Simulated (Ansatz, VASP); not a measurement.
## Two plane-wave programs on Ir

Contents of INCAR:

```
ALGO = Normal
EDIFF = 1E-6
ENCUT = 520
GGA = PE
ISIF = 2
ISMEAR = 0
LASPH = T
LCHARG = F
LREAL = F
LWAVE = F
NBANDS = 10
NELM = 60
PREC = Accurate
SIGMA = 0.15
```

KPOINTS

```
k-points
0
Gamma
  22 22 22
```

Contents of POSCAR:

```
Ir
1.0
    0.0000000000      1.9197000000      2.0876737500
    1.9197000000      0.0000000000      2.0876737500
    1.9197000000      1.9197000000      0.0000000000
Ir
1
Direct
    0.0000000000      0.0000000000      0.0000000000
```

Input for Ansatz:

```yaml
crystal:
  lattice:
    - [0.0, 1.9197, 2.08767375]
    - [1.9197, 0.0, 2.08767375]
    - [1.9197, 1.9197, 0.0]
  atoms:
    - { symbol: Ir, position: [0.0, 0.0, 0.0] }
basis:
  ecutwfc: 420
kpoints:
  mp_grid: { grid: [22, 22, 22] }
hamiltonian:
  xc: pbe
scf:
  occupations: { method: gaussian, width: 0.15 }
output:
  forces: true
  stress: true
  eigenvalues: true
```

Change from the starting cell: strain +0.0875 x Voigt [0, 0, 1, 0, 0, 0], atoms carried along.

Alike in both runs: task single point; functional PBE; k mesh 22 × 22 × 22; occupations gaussian, width 0.15 eV; no spin polarisation.

|  | VASP | Ansatz |
| --- | --- | --- |
| version | VASP 6.6.1 | Ansatz 0.2.0 |
| potentials or method | VASP PAW PBE potentials, release 64 (Ir), cutoff 520 eV | scalar-relativistic, plane waves, PAW |
| valence electrons in the cell | 9 | 17 |

```csv
,VASP,Ansatz,Ansatz less VASP
gap on the k mesh at the Fermi level (eV),none,none,-
pressure (GPa),-15.9,-16.2,-0.33
"traceless stress, the component that is largest in VASP (GPa)",-16.55,-16.67,-0.122
```

A gap of «none» marks a metal or a gap that the smearing closes. VASP's potentials hold 9 valence electrons a cell and Ansatz's 17, so a difference there can come from the potentials and not from the codes.

Neither program's run includes spin-orbit coupling.
